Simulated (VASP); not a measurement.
# NbN (I4/mmm) in VASP: notebook

Runs on NbN. Level: LDA. Tasks: electric field gradients.

Program: VASP 6.6.1. These are calculated values, not measurements. Logs are shortened: lines on timing, memory, paths and dates and some standing lists are left out, and cuts for length are marked.

## 1. The cell of the first run

Symmetry: I4/mmm, No. 139, tetragonal system. The conventional cell has a = 3.103 Å, b = 3.103 Å, c = 4.433 Å, α = 90.00°, β = 90.00°, γ = 90.00°. Within 2.9 Å of Nb (site symmetry 4/mmm) lie 6 N at 2.19 to 2.22 Å. N (site symmetry 4/mmm) has 6 Nb at 2.19 to 2.22 Å within 2.9 Å.

## 2. Electric field gradients, LDA (zz strain of +1 %)

INCAR

```
SYSTEM = NbN
ALGO     = Normal         ! electronic algorithm
EDIFF    = 1E-8           ! SCF threshold, eV
ENCUT    = 520            ! plane-wave cutoff, eV
GGA      = CA             ! functional
GGA_COMPAT= .False.      
ISIF     = 2              ! what is computed and relaxed
ISMEAR   = -1             ! smearing method
LASPH    = .True.         ! aspherical terms in the spheres
LCHARG   = .False.        ! write CHGCAR
LEFG     = .True.       
LREAL    = .False.        ! projectors in reciprocal space
LWAVE    = .False.        ! write WAVECAR
NBANDS   = 16             ! bands
NELM     = 120            ! most SCF steps
PREC     = Accurate       ! precision mode
SIGMA    = 0.08           ! smearing width, eV
```

KPOINTS

```
k-points
0
Gamma
  13 13 13
  0 0 0
```

POSCAR

```
NbN
1.0
    0.0000000000      2.1945000000      2.2164450000
    2.1945000000      0.0000000000      2.2164450000
    2.1945000000      2.1945000000      0.0000000000
Nb N
1 1
Direct
    0.5000000000      0.5000000000      0.5000000000
    0.0000000000      0.0000000000      0.0000000000
```

Potentials or basis: VASP PAW LDA potentials, release 64 (Nb_sv, N).

Launch:

```
$ cat potpaw_LDA.64/Nb_sv/POTCAR potpaw_LDA.64/N/POTCAR > POTCAR
$ mpirun -np 1 vasp_std > vasp.out
```

OUTCAR:

```text
SYSTEM = NbN
   EDIFF = 1E-8
   ENCUT = 520
   GGA = CA
   ISIF = 2
   ISMEAR = -1
   LASPH = .True.
   LREAL = .False.
   NELM = 120
   PREC = Accurate

 ion  position               nearest neighbor table
   1  0.500  0.500  0.500-   2 2.19   2 2.19   2 2.19   2 2.19   2 2.22   2 2.22
   2  0.000  0.000  0.000-   1 2.19   1 2.19   1 2.19   1 2.19   1 2.22   1 2.22

  LATTYP: Found a body centered tetragonal cell.
 ALAT       =     3.1034916626
 C/A-ratio  =     1.4283556980

  Lattice vectors:

 A1 = (  -2.1945000000,   0.0000000000,   2.2164450000)
 A2 = (   2.1945000000,   0.0000000000,   2.2164450000)
 A3 = (   0.0000000000,   2.1945000000,  -2.2164450000)

Analysis of symmetry for initial positions (statically):
=====================================================================
 Subroutine PRICEL returns:
 Original cell was already a primitive cell.

 Routine SETGRP: Setting up the symmetry group for a
 body centered tetragonal supercell.

 Subroutine GETGRP returns: Found 16 space group operations
 (whereof 16 operations were pure point group operations)
 out of a pool of 16 trial point group operations.

The static configuration has the point symmetry D_4h.

Analysis of symmetry for dynamics (positions and initial velocities):
=====================================================================
 Subroutine PRICEL returns:
 Original cell was already a primitive cell.

 Routine SETGRP: Setting up the symmetry group for a
 body centered tetragonal supercell.

 Subroutine GETGRP returns: Found 16 space group operations
 (whereof 16 operations were pure point group operations)
 out of a pool of 16 trial point group operations.

The dynamic configuration has the point symmetry D_4h.

 Subroutine INISYM returns: Found 16 space group operations
 (whereof 16 operations are pure point group operations),
 and found     1 'primitive' translations

----------------------------------------------------------------------------------------

                                     Primitive cell

  volume of cell :      21.3480

  direct lattice vectors                    reciprocal lattice vectors
     0.000000000  2.194500000  2.216445000    -0.227842333  0.227842333  0.225586468
     2.194500000  0.000000000  2.216445000     0.227842333 -0.227842333  0.225586468
     2.194500000  2.194500000  0.000000000     0.227842333  0.227842333 -0.225586468

  length of vectors
     3.119047721  3.119047721  3.103491663     0.393336386  0.393336386  0.393336386

  position of ions in fractional coordinates (direct lattice)
     0.500000000  0.500000000  0.500000000
     0.000000000  0.000000000  0.000000000

  ion indices of the primitive-cell ions
   primitive index   ion index
                 1           1
                 2           2

----------------------------------------------------------------------------------------

 KPOINTS: k-points

Automatic generation of k-mesh.
 Grid dimensions read from file:
 generate k-points for:   13   13   13

 Generating k-lattice:

  Cartesian coordinates                     Fractional coordinates (reciprocal lattice)
    -0.017526333  0.017526333  0.017352805     0.076923077  0.000000000  0.000000000
     0.017526333 -0.017526333  0.017352805     0.000000000  0.076923077  0.000000000
     0.017526333  0.017526333 -0.017352805     0.000000000  0.000000000  0.076923077

  Length of vectors
     0.030256645  0.030256645  0.030256645

  Shift w.r.t. Gamma in fractional coordinates (k-lattice)
     0.000000000  0.000000000  0.000000000

 Subroutine IBZKPT returns following result:
 ===========================================

 Found    196 irreducible k-points:

 Following reciprocal coordinates:
            Coordinates               Weight
  0.000000  0.000000  0.000000      1.000000
  0.076923 -0.000000  0.000000      8.000000
  0.153846 -0.000000  0.000000      8.000000
  0.230769 -0.000000  0.000000      8.000000
  0.307692 -0.000000  0.000000      8.000000
  0.384615  0.000000  0.000000      8.000000
[... 16 lines left out ...]
  0.384615  0.153846  0.000000      8.000000
  0.461538  0.153846  0.000000      8.000000
 [... further k-points ...]
   k-points           NKPTS =    196   k-points in BZ     NKDIM =    196   number of bands    NBANDS=     16
   number of dos      NEDOS =    301   number of ions     NIONS =      2
   total plane-waves  NPLWV =  13824
   dimension x,y,z NGX =    24 NGY =   24 NGZ =   24
   dimension x,y,z NGXF=    48 NGYF=   48 NGZF=   48
   ions per type =               1   1
   NGX,Y,Z   is equivalent  to a cutoff of  12.79, 12.79, 12.86 a.u.
   NGXF,Y,Z  is equivalent  to a cutoff of  25.58, 25.58, 25.71 a.u.
 SYSTEM =  NbN
   PREC   = accura    normal or accurate (medium, high low for compatibility)
   ISTART =      0    job   : 0-new  1-cont  2-samecut
   ICHARG =      2    charge: 1-file 2-atom 10-const
   ISPIN  =      1    spin polarized calculation?
   LNONCOLLINEAR =      F non collinear calculations
   LSORBIT =      F    spin-orbit coupling
   LASPH  =      T    aspherical Exc in radial PAW
   ENCUT  =  520.0 eV  38.22 Ry    6.18 a.u.   5.80  5.80  5.77*2*pi/ulx,y,z
   NELM   =    120;   NELMIN=  2; NELMDL= -5     # of ELM steps
   EDIFF  = 0.1E-07   stopping-criterion for ELM
   LREAL  =      F    real-space projection
   EDIFFG = 0.1E-06   stopping-criterion for IOM
   NSW    =      0    number of steps for IOM
   IBRION =     -1    ionic relax: 0-MD 1-quasi-New 2-CG
   NFREE  =      0    steps in history (QN), initial steepest desc. (CG)
   ISIF   =      2    stress and relaxation
   ISYM   =      2    0-nonsym 1-usesym 2-fastsym
   POTIM  = 0.5000    time-step for ionic-motion
   TEBEG  =    0.0;   TEEND  =   0.0 temperature during run
   PSTRESS=    0.0 pullay stress
   NELECT =      18.0000    total number of electrons
   NUPDOWN=      -1.0000    fix difference up-down
   EMIN   =  10.00;   EMAX   =-10.00  energy-range for DOS
   EFERMI =   0.00;   METHOD = LEGACY
   ISMEAR =    -1;   SIGMA  =   0.08  broadening in eV -4-tet -1-fermi 0-gaus
   EFERMI_NEDOS =   21; number of points for ismear=-14 and -15
   IALGO  =     38    algorithm
   IMIX   =      4    mixing-type and parameters
     AMIX     =   0.40;   BMIX     =  1.00
     AMIX_MAG =   1.60;   BMIX_MAG =  1.00
  volume/ion in A,a.u.               =      10.67        72.03
  Fermi-wavevector in a.u.,A,eV,Ry     =   1.546606  2.922661 32.544991  2.391989
  Thomas-Fermi vector in A             =   2.651818
   LORBIT       =      0    0 simple, 1 ext, 2 COOP (PROOUT), +10 PAW based schemes
   GGA     = CA    functional components
   LHFCALC =     F    Hartree Fock is set to
   AEXX    =    0.0000 exact exchange contribution
   IVDW    =     0    specifies the selected vdW correction
   LEPSILON=     F    determine dielectric tensor
   LRPA    =     F    only Hartree local field effects (RPA)
 non-spin polarized calculation
  energy-cutoff  :      520.00
  volume of cell :       21.35
 maximum number of plane-waves:       588
   NGX = 11   NGY = 11   NGZ = 11

 number of electron      18.0000003 magnetization

 Free energy of the ion-electron system (eV)
  ---------------------------------------------------
  ext. energy  EPLUGINS =         0.00000000
  ---------------------------------------------------
  free energy    TOTEN  =       -22.83122119 eV

  energy without entropy =      -22.81325263  energy(sigma->0) =      -22.82223691

 E-fermi :  13.6800     XC(G=0): -13.5989

 val. band max:       13.6517495763   @ k =  -0.3077  -0.0000   0.0769
 cond. band min:      13.6926547707   @ k =  -0.3077   0.0769   0.0000
 fundamental gap:      0.0409051945
 Fermi energy:        13.6800270485

 k-point     1 :       0.0000    0.0000    0.0000
  band No.  band energies     occupation
      1     -42.4001      2.00000
      2     -18.2236      2.00000
      3     -18.2230      2.00000
      4     -18.2230      2.00000
      5      -3.6772      2.00000
      6      10.3424      2.00000
[... 8 lines left out ...]
     15      23.1020      0.00000
     16      36.2635      0.00000

 k-point     2 :       0.0769   -0.0000    0.0000
  band No.  band energies     occupation
      1     -42.3925      2.00000
      2     -18.2885      2.00000
      3     -18.2292      2.00000
      4     -18.2279      2.00000
      5      -3.5470      2.00000
      6       9.6987      2.00000
[... 8 lines left out ...]
     15      23.4883      0.00000
     16      35.0135      0.00000
[... 387 lines left out ...]
      5      -2.0275      2.00000
      6       5.8675      2.00000
[... 8 lines left out ...]
     15      25.9932      0.00000
     16      28.0909      0.00000

 k-point    24 :       0.4615    0.1538    0.0000
  band No.  band energies     occupation
      1     -42.2622      2.00000
      2     -19.1229      2.00000
      3     -18.4334      2.00000
      4     -18.3672      2.00000
      5      -1.6781      2.00000
      6       5.4621      2.00000
[... 8 lines left out ...]
     15      25.6111      0.00000
     16      27.1561      0.00000

 [... further k-points ...]
[... 5 lines left out ...]
  --------------------------------------------------------------------------------------
  -------------------------------------------------------------------------------------
  Total       -1.1610737     -1.1610737     -1.9190810      0.0000000     -0.0000000      0.0000000
  in kB      -87.1389370    -87.1389370   -144.0276148      0.0000000     -0.0000000      0.0000000
  external PRESSURE =    -106.1018296 kB  Pullay stress =       0.0000000 kB

 VOLUME and BASIS-vectors are now :
 -----------------------------------------------------------------------------
  energy-cutoff  :      520.00
  volume of cell :       21.35
      direct lattice vectors                 reciprocal lattice vectors
     0.000000000  2.194500000  2.216445000    -0.227842333  0.227842333  0.225586468
     2.194500000  0.000000000  2.216445000     0.227842333 -0.227842333  0.225586468
     2.194500000  2.194500000  0.000000000     0.227842333  0.227842333 -0.225586468

 POSITION                                       TOTAL-FORCE (eV/Angst)
 -----------------------------------------------------------------------------------
      2.19450      2.19450      2.21645        -0.000000      0.000000      0.000000
      0.00000      0.00000      0.00000         0.000000     -0.000000      0.000000
 -----------------------------------------------------------------------------------
    total drift:                                0.000000     -0.000000      0.000000

  FREE ENERGIE OF THE ION-ELECTRON SYSTEM (eV)
  ---------------------------------------------------
  free  energy   TOTEN  =       -22.8312211942 eV

  energy  without entropy=      -22.8132526254  energy(sigma->0) =      -22.82223691

 Electric field gradients (V/A^2)
---------------------------------------------------------------------
 ion       V_xx      V_yy      V_zz      V_xy      V_xz      V_yz
---------------------------------------------------------------------
   1      -9.372    -9.372    18.744     0.000     0.000     0.000
   2      -1.823    -1.823     3.645    -0.001    -0.001    -0.001
---------------------------------------------------------------------

 Electric field gradients after diagonalization (V/A^2)
 (convention: |V_zz| > |V_xx| > |V_yy|)
----------------------------------------------------------------------
 ion       V_xx      V_yy      V_zz     asymmetry (V_yy - V_xx)/ V_zz
----------------------------------------------------------------------
   1      -9.372    -9.372    18.744       0.000
   2      -1.823    -1.822     3.645       0.000
----------------------------------------------------------------------

           NMR quadrupolar parameters

 Cq : quadrupolar parameter    Cq=e*Q*V_zz/h
 eta: asymmetry parameters     (V_yy - V_xx)/ V_zz
 Q  : nuclear electric quadrupole moment in mb (millibarn)
----------------------------------------------------------------------
 ion       Cq(MHz)       eta       Q (mb)
----------------------------------------------------------------------
   1       0.045       0.000       1.000
   2       0.009       0.000       1.000
----------------------------------------------------------------------
```

Run time: 41 s. Hardware: 1 thread of Intel Xeon 6975P-C, shared host; peak memory 0.18 GiB.

What came out:

* Free energy: -22.8312 eV
* Pressure: -10.6 GPa
* Band gap on the k mesh: zero (band 9 reaches 15.05 eV, above the bottom of band 10 at 11.70 eV)

Stress tensor (GPa, compression positive):
```
 -8.71   0.00   0.00
  0.00  -8.71   0.00
  0.00   0.00 -14.40
```

Levels at points of the mesh, in eV from the Fermi level:
| k point | band 7 | band 8 | band 9 | band 10 | band 11 | band 12 |
| --- | --- | --- | --- | --- | --- | --- |
| (0.00, 0.00, 0.00) | -3.29 | -3.29 | -2.09 | -1.98 | -1.98 | -0.26 |

Electric field gradients, principal values (V/Å²):
```
atom   least  middle  greatest (by size)
1 Nb  -9.372  -9.372              18.744
 2 N  -1.822  -1.823               3.645
```

Caveat: the cell differs from its parent crystal (zz strain of +1 %); without QUAD_EFG the Cq values of the log hold for a quadrupole moment of 1 mb, not for the nuclei.

## 3. Electric field gradients, LDA (zz strain of +1 %)

INCAR

```
SYSTEM = NbN
ALGO = Normal
EDIFF = 1E-8
ENCUT = 520
GGA_COMPAT = .False.
ISIF = 2
ISMEAR = -1
LASPH = .True.
LCHARG = .False.
LEFG = .True.
LREAL = .False.
LWAVE = .False.
NBANDS = 16
NELM = 120
PREC = Accurate
SIGMA = 0.08
```

KPOINTS is that of step 2.

POSCAR is that of step 2.

Potentials or basis: VASP PAW LDA potentials, release 64 (Nb_sv, N).

Launch:

```
$ cat potpaw_LDA.64/Nb_sv/POTCAR potpaw_LDA.64/N/POTCAR > POTCAR
$ mpirun -np 1 vasp_std > vasp.out
```

OUTCAR:

```text
SYSTEM = NbN
   EDIFF = 1E-8
   ENCUT = 520
   ISIF = 2
   ISMEAR = -1
   LASPH = .True.
   LREAL = .False.
   NELM = 120
   PREC = Accurate

 ion  position               nearest neighbor table
   1  0.500  0.500  0.500-   2 2.19   2 2.19   2 2.19   2 2.19   2 2.22   2 2.22
   2  0.000  0.000  0.000-   1 2.19   1 2.19   1 2.19   1 2.19   1 2.22   1 2.22

  LATTYP: Found a body centered tetragonal cell.
 ALAT       =     3.1034916626
 C/A-ratio  =     1.4283556980

  Lattice vectors:

 A1 = (  -2.1945000000,   0.0000000000,   2.2164450000)
 A2 = (   2.1945000000,   0.0000000000,   2.2164450000)
 A3 = (   0.0000000000,   2.1945000000,  -2.2164450000)

Analysis of symmetry for initial positions (statically):
=====================================================================
 Subroutine PRICEL returns:
 Original cell was already a primitive cell.

 Routine SETGRP: Setting up the symmetry group for a
 body centered tetragonal supercell.

 Subroutine GETGRP returns: Found 16 space group operations
 (whereof 16 operations were pure point group operations)
 out of a pool of 16 trial point group operations.

The static configuration has the point symmetry D_4h.

Analysis of symmetry for dynamics (positions and initial velocities):
=====================================================================
 Subroutine PRICEL returns:
 Original cell was already a primitive cell.

 Routine SETGRP: Setting up the symmetry group for a
 body centered tetragonal supercell.

 Subroutine GETGRP returns: Found 16 space group operations
 (whereof 16 operations were pure point group operations)
 out of a pool of 16 trial point group operations.

[... 151 lines left out ...]
 fundamental gap:      0.0409051945
 Fermi energy:        13.6800270485

 k-point     1 :       0.0000    0.0000    0.0000
  band No.  band energies     occupation
      1     -42.4001      2.00000
      2     -18.2236      2.00000
      3     -18.2230      2.00000
      4     -18.2230      2.00000
      5      -3.6772      2.00000
      6      10.3424      2.00000
[... 433 lines left out ...]
      3     -18.4334      2.00000
      4     -18.3672      2.00000
      5      -1.6781      2.00000
      6       5.4621      2.00000
[... 8 lines left out ...]
     15      25.6111      0.00000
     16      27.1561      0.00000

 [... further k-points ...]
[... 5 lines left out ...]
  --------------------------------------------------------------------------------------
  -------------------------------------------------------------------------------------
  Total       -1.1610737     -1.1610737     -1.9190810      0.0000000     -0.0000000      0.0000000
  in kB      -87.1389370    -87.1389370   -144.0276148      0.0000000     -0.0000000      0.0000000
  external PRESSURE =    -106.1018296 kB  Pullay stress =       0.0000000 kB

 VOLUME and BASIS-vectors are now :
 -----------------------------------------------------------------------------
  energy-cutoff  :      520.00
  volume of cell :       21.35
      direct lattice vectors                 reciprocal lattice vectors
     0.000000000  2.194500000  2.216445000    -0.227842333  0.227842333  0.225586468
     2.194500000  0.000000000  2.216445000     0.227842333 -0.227842333  0.225586468
     2.194500000  2.194500000  0.000000000     0.227842333  0.227842333 -0.225586468

 POSITION                                       TOTAL-FORCE (eV/Angst)
 -----------------------------------------------------------------------------------
      2.19450      2.19450      2.21645        -0.000000      0.000000      0.000000
      0.00000      0.00000      0.00000         0.000000     -0.000000      0.000000
 -----------------------------------------------------------------------------------
    total drift:                                0.000000     -0.000000      0.000000

  FREE ENERGIE OF THE ION-ELECTRON SYSTEM (eV)
  ---------------------------------------------------
  free  energy   TOTEN  =       -22.8312211942 eV

  energy  without entropy=      -22.8132526254  energy(sigma->0) =      -22.82223691

 Electric field gradients (V/A^2)
---------------------------------------------------------------------
 ion       V_xx      V_yy      V_zz      V_xy      V_xz      V_yz
---------------------------------------------------------------------
   1      -9.372    -9.372    18.744     0.000     0.000     0.000
   2      -1.823    -1.823     3.645    -0.001    -0.001    -0.001
---------------------------------------------------------------------

 Electric field gradients after diagonalization (V/A^2)
 (convention: |V_zz| > |V_xx| > |V_yy|)
----------------------------------------------------------------------
 ion       V_xx      V_yy      V_zz     asymmetry (V_yy - V_xx)/ V_zz
----------------------------------------------------------------------
   1      -9.372    -9.372    18.744       0.000
   2      -1.823    -1.822     3.645       0.000
----------------------------------------------------------------------

           NMR quadrupolar parameters

 Cq : quadrupolar parameter    Cq=e*Q*V_zz/h
 eta: asymmetry parameters     (V_yy - V_xx)/ V_zz
 Q  : nuclear electric quadrupole moment in mb (millibarn)
----------------------------------------------------------------------
 ion       Cq(MHz)       eta       Q (mb)
----------------------------------------------------------------------
   1       0.045       0.000       1.000
   2       0.009       0.000       1.000
----------------------------------------------------------------------
```

Run time: 48 s. Hardware: 1 thread of Intel Xeon 6975P-C, shared host; peak memory 0.18 GiB.

Results:

```yaml
Free_energy: -22.8312 eV
Pressure: -10.6 GPa
Band_gap_on_the_k_mesh: zero (band 9 reaches 15.05 eV, above the bottom of band 10 at 11.70 eV)
```

Electric field gradients, principal values (V/Å²):
```
atom   least  middle  greatest (by size)
1 Nb  -9.372  -9.372              18.744
 2 N  -1.822  -1.823               3.645
```

Caveat: the cell differs from its parent crystal (zz strain of +1 %); without QUAD_EFG the Cq values of the log hold for a quadrupole moment of 1 mb, not for the nuclei.
